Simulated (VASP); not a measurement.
Wanted: the native input for a VASP 6.6.1 run.

| Property | Result |
| --- | --- |
| Task | single point |
| Functional | PBE |
| Potentials or basis | VASP PAW PBE potentials, release 64 (Mo_sv, S, Cu) |
| Cutoff | 520 eV |
| k mesh | 1 × 1 × 1 |
| Occupations | fermi-dirac, width 0.01 eV |
| Spin | collinear spin |
| Fixed moment | 1 μB |
| Dipole correction | no |
| Further INCAR settings | LREAL = Auto; ALGO = Normal; EDIFF = 1e-06; NBANDS = 276 |

The structure of CuMo18S36 (a cell with a defect) lies in POSCAR:

```
CuMo18S36
1.0
    9.3669868000      0.0000000800      0.0000000000
   -4.6834934700      8.1120484800      0.0000000000
    0.0000000000      0.0000000000     12.0827026900
Mo S Cu
18 36 1
Direct
    0.2218703167      0.1110816811      0.2522637590
    0.1110467611      0.2222380692      0.7474074495
    0.2197815896      0.4432452532      0.2542292133
    0.1110534089      0.5558006713      0.7474048838
    0.2218631965      0.7775180336      0.2522612762
    0.1131347724      0.8900706164      0.7454463816
    0.5554244011      0.1110788425      0.2522583795
    0.4432440348      0.2201606621      0.7454517612
    0.5551449100      0.4440561425      0.2538122537
    0.4440005577      0.5554971689      0.7458516717
    0.5551310201      0.7778101883      0.2538239232
    0.4432416903      0.8900828172      0.7454549889
    0.8896862877      0.1131661048      0.2542249924
    0.7774887649      0.2222332549      0.7474081943
    0.8896552272      0.4432270021      0.2542235027
    0.7777785146      0.5554975354      0.7458475336
    0.8889094407      0.7778206632      0.2538182126
    0.7777746140      0.8892604569      0.7458524993
    0.2217753030      0.1115279309      0.6166979517
    0.1111403923      0.2217839299      0.3829779743
    0.2225263149      0.1107696760      0.8759344057
    0.1103950763      0.2225554982      0.1237376304
    0.2206588205      0.4438253779      0.6174547360
    0.1111336857      0.5560643532      0.3829720981
    0.2228381628      0.4449200459      0.8763962229
    0.1103777235      0.5545517883      0.1237476447
    0.2217755103      0.7772489277      0.6166952205
    0.1122524413      0.8894892589      0.3822086100
    0.2225199677      0.7787515074      0.8759338264
    0.1100714891      0.8884048226      0.1232804479
    0.5560669319      0.1115339680      0.6167001035
    0.4434622240      0.2207061470      0.3822189554
    0.5545705159      0.1107834794      0.8759561724
    0.4445454279      0.2228845117      0.1232830136
    0.5550384609      0.4437922141      0.6172796096
    0.4434290107      0.5550697799      0.3823935024
    0.5549261629      0.4435565153      0.8749970326
    0.4431805161      0.5549611760      0.1246652375
    0.5550318655      0.7782400427      0.6172807683
    0.4434533580      0.8894934470      0.3822151483
    0.5549148653      0.7783572757      0.8749955429
    0.4445433557      0.8883929851      0.1232851654
    0.8894536706      0.1126116210      0.6174541567
    0.7768401422      0.2217708563      0.3829706084
    0.8883574596      0.1104247504      0.8763822360
    0.7783573468      0.2225424247      0.1237195053
    0.8894689284      0.4438205637      0.6174528325
    0.7778709691      0.5550816109      0.3823929231
    0.8883771743      0.4449234910      0.8763877811
    0.7779993647      0.5549559953      0.1246618442
    0.8894957739      0.7782376972      0.6172807683
    0.7778745750      0.8895231526      0.3823896125
    0.8897330053      0.7783566561      0.8750086194
    0.7779968110      0.8897844922      0.1246788933
    0.6664697863      0.6667007674     -0.0001544356
```

One way to write it, as run:

INCAR

```
SYSTEM = CuMo18S36
PREC = Accurate ; ENCUT = 520
EDIFF = 1E-6 ; ISMEAR = -1
SIGMA = 0.01 ; LREAL = Auto
LASPH = .TRUE. ; NELM = 200
ALGO = Normal ; ISIF = 2
LWAVE = .FALSE. ; LCHARG = .FALSE.
ISPIN = 2 ; MAGMOM = 0.01 0.01 0.05 0.07 0.01 0 0.02 0.01 0.05 0.23 0.08 0 0.02 0.04 0.02 0.07 0 0 0 0 0 0 0 0 0 0 0 0 0 0 0 0 0 0 0 0 0 0.01 0.01 0 0 0 0 0 0 0 0 0 0 0 0 0 0 0 0.01
LORBIT = 11 ; NUPDOWN = 1.0
LMAXMIX = 4 ; GGA = PE
NBANDS = 276 ; GGA_COMPAT = .FALSE.
```

KPOINTS

```
Automatic mesh
0
G
  1 1 1
  0 0 0
```

Potentials or basis: VASP PAW PBE potentials, release 64 (Mo_sv, S, Cu).

Command:

```sh
$ cat potpaw_PBE.64/Mo_sv/POTCAR potpaw_PBE.64/S/POTCAR potpaw_PBE.64/Cu/POTCAR > POTCAR
$ mpirun -np 1 vasp_gam > vasp.out
```

Results of the run:

```
Pressure                                              : 8.4 GPa
Largest force                                         : 0.019 eV/Å
Net moment                                            : 1.00 μB per cell
Site moments                                          : Mo +0.01, +0.06, +0.04 (each value once); S -0.00, +0.00 (each value once); Cu +0.07 μB
Valence electrons inside the program's atomic spheres : Mo 12.54, 12.56, 12.55 (each value once); S 3.72, 3.71, 3.73 (each value once); Cu 10.05
```

Caveat: the k points lie up to 0.77 Å⁻¹ apart; the total moment is fixed, so each spin has its own Fermi level.

It took 41 min on 1 thread of Intel Xeon 8259CL, with other jobs on the host, peak memory 1.3 GiB.
